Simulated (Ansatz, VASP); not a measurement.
WC in VASP and in Ansatz

The input INCAR:

```
SYSTEM = WC
  PREC = Accurate
  ENCUT = 520
  EDIFF = 1E-6
  ISMEAR = -1
  SIGMA = 0.1
  LREAL = .False.
  LASPH = .True.
  NELM = 100
  ALGO = Normal
  ISIF = 2
  LWAVE = .False.
  LCHARG = .False.
  GGA = PS
  NBANDS = 16
```

The input KPOINTS:

```
regular mesh
0
Gamma
  15 15 15
  0 0 0
```

File POSCAR:

```
WC
1.0
    0.0000000000      2.0171075906      2.0171075906
    2.0171075906      0.0000000000      2.0171075906
    2.0171075906      2.0171075906      0.0000000000
W C
1 1
Direct
    0.0000000000      0.0000000000      0.0000000000
    0.5000000000      0.5000000000      0.5000000000
```

Input for Ansatz:

```yaml
crystal:
  lattice:
    - [0.0, 2.0171075906, 2.0171075906]
    - [2.0171075906, 0.0, 2.0171075906]
    - [2.0171075906, 2.0171075906, 0.0]
  atoms:
    - { symbol: W, position: [0.0, 0.0, 0.0] }
    - { symbol: C, position: [0.5, 0.5, 0.5] }
kpoints:
  mp_grid: { grid: [15, 15, 15] }
scf:
  occupations: { method: fermi_dirac, width: 0.1 }
hamiltonian:
  xc: pbesol
  pseudopotentials: { kind: paw }
output:
  forces: true
  stress: true
  eigenvalues: true
  populations: true
```

Change from the starting cell: volume scaled by 0.8, PAW files.

Alike in both runs: task single point; functional PBEsol; k mesh 15 × 15 × 15; occupations fermi-dirac, width 0.1 eV; no spin polarisation.

|  | VASP | Ansatz |
| --- | --- | --- |
| version | VASP 6.6.1 | Ansatz 0.2.0 |
| potentials or method | VASP PAW PBE potentials, release 64 (W_sv, C) | PAW with Ansatz's default frozen-core files, scalar-relativistic |
| plane-wave cutoff (eV) | 520 | 420 |
| valence electrons in the cell | 18 | 18 |

Ansatz gave:

```
pressure (GPa) : 139.5
```

Which values does VASP return?

Pressure (GPa): 142.6.

VASP's potentials were made for PBE, not for PBEsol. Both programs put the cell under a high pressure, so it lies far from rest at this level.

Neither program's run includes spin-orbit coupling. Noted on VASP's run: the cell as given lies far from equilibrium.
